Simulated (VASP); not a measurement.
Write the native input for VASP 6.6.1 that does the following.

* Task: single point
* Functional: PBE
* Potentials or basis: VASP PAW PBE potentials, release 64 (Al, N)
* Cutoff: 520 eV
* k mesh: 5 × 6 × 1
* Occupations: gaussian, width 0.05 eV
* Spin: no spin polarisation
* Dipole correction: yes
* Further INCAR settings: LREAL = Auto; ALGO = Normal; EDIFF = 1e-07; NBANDS = 52

The structure of Al4N5 lies in POSCAR:

```
Al4N5
1.0
    6.2595366887      0.0000000000      0.0000000000
    0.0000000000      5.0173032419      0.0000000000
    0.0000000000      0.0000000000     20.1620320362
Al N
8 10
Direct
    0.0000000000      0.9982714950      0.1983927013
    0.5000000000      0.9982714950      0.1983927013
    0.2500000000      0.4982714950      0.2432039732
    0.7500000000      0.4982714950      0.2432039732
    0.2500000000      0.9915197249      0.3381855719
    0.7500000000      0.9915197249      0.3381855719
    0.0000000000      0.4624332456      0.3657061888
    0.5000000000      0.4624332456      0.3657061888
    0.0000000000      0.6167285050      0.1983927013
    0.5000000000      0.6167285050      0.1983927013
    0.2500000000      0.1167285050      0.2432039732
    0.7500000000      0.1167285050      0.2432039732
    0.2500000000      0.6143669383      0.3369672669
    0.7500000000      0.6143669383      0.3369672669
    0.0000000000      0.1112303967      0.3750629908
    0.5000000000      0.1112303967      0.3750629908
    0.0833333333      0.2778970633      0.5797095896
    0.0833333333      0.2778970633      0.6343763867
```

The input as run:

INCAR

```
SYSTEM = Al4N5
PREC = Accurate ; ENCUT = 520
EDIFF = 1E-7 ; ISMEAR = 0
SIGMA = 0.05 ; LREAL = Auto
LASPH = .True. ; NELM = 60
ALGO = Normal ; ISIF = 2
LWAVE = .False. ; LCHARG = .False.
LDIPOL = .True. ; IDIPOL = 3
DIPOL = 0.5 0.5 0.323 ; GGA = PE
NBANDS = 52
```

KPOINTS

```
Automatic mesh
0
Gamma
  5 6 1
  0 0 0
```

Potentials or basis: VASP PAW PBE potentials, release 64 (Al, N).

The run is started by

```bash
$ cat potpaw_PBE.64/Al/POTCAR potpaw_PBE.64/N/POTCAR > POTCAR
$ mpirun -np 1 vasp_std > vasp.out
```

It gave:

```json
{"Largest force": "2.824 eV/Å", "Band gap on the k mesh": "1.38 eV (least direct gap 1.41 eV)"}
```

Caveat: the standard files for N, O and F lose accuracy on very short bonds.

It took 30 min on 1 thread of Oxide Virtual Turin-like Processor (shared host), peak memory 0.72 GiB.
